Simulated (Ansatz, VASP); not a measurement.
**Two plane-wave programs on MgBe2Te2O**

Contents of INCAR:

```
SYSTEM = MgBe2Te2O
PREC     = Accurate       ! precision mode
ENCUT    = 600            ! plane-wave cutoff, eV
EDIFF    = 1E-7           ! SCF threshold, eV
ISMEAR   = 0              ! smearing method
SIGMA    = 0.1            ! smearing width, eV
LREAL    = .False.        ! projectors in reciprocal space
LASPH    = .True.         ! aspherical terms in the spheres
NELM     = 100            ! most SCF steps
ALGO     = Normal         ! electronic algorithm
ISIF     = 3              ! what is computed and relaxed
LWAVE    = .False.        ! write WAVECAR
LCHARG   = .False.        ! write CHGCAR
GGA      = PE             ! functional
IBRION   = 2              ! ionic algorithm
NSW      = 90             ! ionic steps
EDIFFG   = -0.04          ! ionic threshold
```

The input KPOINTS:

```
regular mesh
0
Gamma
  6 6 2
  0 0 0
```

POSCAR

```
MgBe2Te2O
1.0
    3.3305270129      0.0000000000      0.0000000000
    0.0000000000      3.3305270129      0.0000000000
    0.0000000000      0.0000000000     10.4696602252
Mg Be Te O
1 2 2 1
Direct
    0.0000000000      0.0000000000      0.0000000000
    0.5000000000      0.0000000000      0.5753072364
    0.0000000000      0.5000000000      0.4246927636
    0.5000000000      0.0000000000      0.3375941174
    0.0000000000      0.5000000000      0.6624058826
    0.5000000000      0.5000000000      0.0000000000
```

Input for Ansatz:

```yaml
crystal:
  lattice:
    - [3.3305270129, 0.0, 0.0]
    - [0.0, 3.3305270129, 0.0]
    - [0.0, 0.0, 10.4696602252]
  atoms:
    - { symbol: Mg, position: [0.0, 0.0, 0.0] }
    - { symbol: Be, position: [0.5, 0.0, 0.5753072364] }
    - { symbol: Be, position: [0.0, 0.5, 0.4246927636] }
    - { symbol: Te, position: [0.5, 0.0, 0.3375941174] }
    - { symbol: Te, position: [0.0, 0.5, 0.6624058826] }
    - { symbol: O, position: [0.5, 0.5, 0.0] }
basis:
  ecutwfc: 420
kpoints:
  mp_grid: { grid: [6, 6, 2] }
hamiltonian:
  xc: pbe
scf:
  occupations: { method: gaussian, width: 0.1 }
  lower_state_search: "off"
output:
  forces: true
  stress: true
  eigenvalues: true
relax:
  adjacent_minimum: "off"
  f_tol: 0.04
  max_steps: 70
  cell: { stress_tol: 0.4 }
```

Change from the starting cell: species swapped into the Pr2FeSi2Ru type (P-4m2, No. 115).

Alike in both runs: task relaxation of cell and atoms; functional PBE; k mesh 6 × 6 × 2; occupations gaussian, width 0.1 eV; no spin polarisation.

|  | VASP | Ansatz |
| --- | --- | --- |
| version | VASP 6.6.1 | Ansatz 0.2.0 |
| potentials or method | VASP PAW PBE potentials, release 64 (Mg, Be, Te, O), cutoff 600 eV | scalar-relativistic, plane waves, PAW |
| valence electrons in the cell | 24 | 52 |

Ansatz gave:

```
gap on the k mesh at the Fermi level, each at its own relaxed structure (eV) : none
relaxed volume (Å³/atom)                                                     : 19.38
relaxed cell length with the largest relative difference (Å)                 : 10.547
```

What did VASP give for the same quantities?

gap on the k mesh at the Fermi level, each at its own relaxed structure (eV): none; relaxed volume (Å³/atom): 19.10; relaxed cell length with the largest relative difference (Å): 10.435.

A gap of «none» marks a metal or a gap that the smearing closes. VASP's potentials hold 24 valence electrons a cell and Ansatz's 52, so a difference there can come from the potentials and not from the codes.

Neither program's run includes spin-orbit coupling.
